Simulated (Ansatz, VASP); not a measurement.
One calculation of Sn, two programs

Contents of INCAR:

```
SYSTEM = Sn
  PREC = Accurate
  ENCUT = 520
  EDIFF = 1E-6
  ISMEAR = -1
  SIGMA = 0.1
  LREAL = .False.
  LASPH = .True.
  NELM = 60
  ALGO = Normal
  ISIF = 2
  LWAVE = .False.
  LCHARG = .False.
  GGA = PE
  NBANDS = 21
```

File KPOINTS:

```
Automatic mesh
0
Gamma
  10 10 10
  0 0 0
```

Contents of POSCAR:

```
Sn
1.0
   -2.8396092406      2.8396092406      1.5501120712
    2.8396092406     -2.8396092406      1.5501120712
    2.8396092406      2.8396092406     -1.5501120712
Sn
2
Direct
    0.0000000000      0.0000000000      0.0000000000
    0.7500000000      0.2500000000      0.5000000000
```

Input for Ansatz:

```yaml
crystal:
  lattice:
    - [-2.8396092405816207, 2.8396092405816207, 1.5501120712276129]
    - [2.8396092405816207, -2.8396092405816207, 1.5501120712276129]
    - [2.8396092405816207, 2.8396092405816207, -1.5501120712276129]
  atoms:
    - { symbol: Sn, position: [0.0, 0.0, 0.0] }
    - { symbol: Sn, position: [0.75, 0.25, 0.5] }
basis:
  ecutwfc: 500.0
kpoints:
  mp_grid:
    grid: [10, 10, 10]
scf:
  convergence:
    dr2_threshold: 1.0e-10
  occupations:
    method: fermi_dirac
    width: 0.1
output:
  stress: true
```

Alike in both runs: task single point; functional PBE; k mesh 10 × 10 × 10; occupations fermi-dirac, width 0.1 eV; no spin polarisation.

|  | VASP | Ansatz |
| --- | --- | --- |
| version | VASP 6.6.1 | Ansatz 0.2.0 |
| potentials or method | VASP PAW PBE potentials, release 64 (Sn_d), cutoff 520 eV | plane waves, PAW |
| valence electrons in the cell | 28 | 28 |

Ansatz gave:

| Quantity | Value |
| --- | --- |
| pressure (GPa) | 8.3 |
| traceless stress, the component that is largest in VASP (GPa) | -0.85 |

Q: What did VASP give for the same quantities?

A: Pressure (GPa): 8.3; traceless stress, the component that is largest in VASP (GPa): -0.84.
